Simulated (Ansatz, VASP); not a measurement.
## Ti: VASP beside Ansatz

INCAR

```
ALGO = Fast
EDIFF = 1E-6
ENCUT = 520
ISIF = 2
ISMEAR = 0
LASPH = T
LCHARG = F
LREAL = F
LWAVE = F
NBANDS = 12
NELM = 100
PREC = Accurate
SIGMA = 0.15
```

Contents of KPOINTS:

```
k-points
0
Gamma
  20 20 20
```

File POSCAR:

```
Ti
1.0
    0.0000000000      2.0705527208      2.0005340298
    2.0705527208      0.0000000000      2.0005340298
    2.0705527208      2.0705527208      0.0000000000
Ti
1
Direct
    0.0000000000      0.0000000000      0.0000000000
```

Input for Ansatz:

```yaml
crystal:
  lattice:
    - [0.0, 2.0705527208, 2.0005340298]
    - [2.0705527208, 0.0, 2.0005340298]
    - [2.0705527208, 2.0705527208, 0.0]
  atoms:
    - { symbol: Ti, position: [0.0, 0.0, 0.0] }
basis:
  ecutwfc: 520.0
kpoints:
  mp_grid: { grid: [20, 20, 20] }
hamiltonian:
  xc: lda
  pseudopotentials: { kind: paw, azcp: { folder: soft_1 } }
scf:
  occupations: { method: gaussian, width: 0.15 }
output:
  forces: true
  stress: true
  eigenvalues: true
```

Change from the starting cell: normal strain along x +0.0350, normal strain along y +0.0350.

Alike in both runs: task single point; functional LDA; k mesh 20 × 20 × 20; occupations gaussian, width 0.15 eV; no spin polarisation.

|  | VASP | Ansatz |
| --- | --- | --- |
| version | VASP 6.6.1 | Ansatz 0.2.0 |
| potentials or method | VASP PAW LDA potentials, release 64 (Ti_sv), cutoff 520 eV | scalar-relativistic, plane waves, PAW |
| valence electrons in the cell | 12 | 12 |

Ansatz gave:

- gap on the k mesh at the Fermi level (eV): none
- pressure (GPa): -7.4
- traceless stress, the component that is largest in VASP (GPa): 0.74

**Question.** Which values does VASP return?

**Answer.** gap on the k mesh at the Fermi level (eV): none; pressure (GPa): -7.5; traceless stress, the component that is largest in VASP (GPa): 0.74.

Ansatz warns that its potentials were made for another functional, while VASP's fit it. LDA's correlation is that of Perdew and Zunger in VASP and of Perdew and Wang (1992) in Ansatz. A gap of «none» marks a metal or a gap that the smearing closes.
